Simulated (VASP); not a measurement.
Ag3F, 4 atoms in the cell. Symmetry: Fm-3m, No. 225, cubic system. Conventional cell: a = 6.441 Å, b = 6.441 Å, c = 6.441 Å, α = 90.00°, β = 90.00°, γ = 90.00°. Ag (site symmetry -43m) has 10 Ag at 2.79 to 3.22 Å and 4 F at 2.79 Å within 3.7 Å. Ag (site symmetry m-3m) has 8 Ag at 2.79 Å and 6 F at 3.22 Å within 3.7 Å. Within 3.7 Å of F (site symmetry m-3m) lie 14 Ag at 2.79 to 3.22 Å. 

```yaml
Program: VASP 6.6.1
Task: single point
Functional: PBE
Potentials_or_basis: VASP PAW PBE potentials, release 64 (Ag, F)
Cutoff: 520 eV
k_mesh: 6 × 6 × 6
Occupations: gaussian, width 0.1 eV
Spin: no spin polarisation
Dipole_correction: no
Further_INCAR_settings: ALGO = Normal; EDIFF = 1e-07; NBANDS = 28
```

Potentials or basis: VASP PAW PBE potentials, release 64 (Ag, F).

The run is started by

```console
$ cat potpaw_PBE.64/Ag/POTCAR potpaw_PBE.64/F/POTCAR > POTCAR
$ mpirun -np 1 vasp_std > vasp.out
```

Hardware: 1 thread of AMD EPYC 9R45 96-Core Processor (Zen 5) (shared host).

Task: Estimate the wall time of this run.

Result: Wall time 24 s on 1 thread of AMD EPYC 9R45 96-Core Processor (Zen 5), on a shared host, peak memory 0.18 GiB. Counts: scf iterations 15, k points 16.
